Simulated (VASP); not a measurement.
Write the native input for VASP 6.6.1 that does the following.

| Item | Value |
| --- | --- |
| Task | single point |
| Functional | PBEsol |
| Potentials or basis | VASP PAW PBE potentials, release 64 (Sn_d, Se) |
| Cutoff | 520 eV |
| k mesh | 6 × 6 × 4 |
| Occupations | fermi-dirac, width 0.02 eV |
| Spin | no spin polarisation |
| Dipole correction | no |
| Further INCAR settings | ALGO = Normal; EDIFF = 1e-07; NBANDS = 20 |

The structure of SnSe2 lies in POSCAR:

```
SnSe2
1.0
    3.8110000000      0.0000000000      0.0000000000
   -1.9055000000      3.3004230000      0.0000000000
    0.0000000000      0.0000000000      6.1360000000
Sn Se
1 2
Direct
    0.0000000000      0.0000000000      0.0000000000
    0.3333333333      0.6666666667      0.2490000000
    0.6666666667      0.3333333333      0.7510000000
```

The input as run:

INCAR

```
PREC = Accurate ; ENCUT = 520
EDIFF = 1E-7 ; ISMEAR = -1
SIGMA = 0.02 ; LREAL = False
LASPH = True ; NELM = 60
ALGO = Normal ; ISIF = 2
LWAVE = False ; LCHARG = False
GGA = PS ; NBANDS = 20
```

KPOINTS

```
regular mesh
0
Gamma
  6 6 4
```

Potentials or basis: VASP PAW PBE potentials, release 64 (Sn_d, Se).

The run is started by

```console
$ cat potpaw_PBE.64/Sn_d/POTCAR potpaw_PBE.64/Se/POTCAR > POTCAR
$ mpirun -np 1 vasp_std > vasp.out
```

It gave:

```json
{"Pressure": "2.7 GPa", "Largest force": "0.614 eV/Å", "Band gap on the k mesh": "0.74 eV, indirect (least direct gap 1.00 eV)"}
```

Caveat: the PAW data sets were made with another functional, which shifts forces and pressure a little; spin-orbit coupling is left out, which moves the levels of the heavy elements; this functional lacks dispersion, which binds the layers, so the pressure and a relaxed spacing across them are unreliable.

Wall time 30 s on 1 thread of Intel(R) Xeon(R) Platinum 8488C (Sapphire Rapids) (shared host), peak memory 0.2 GiB.
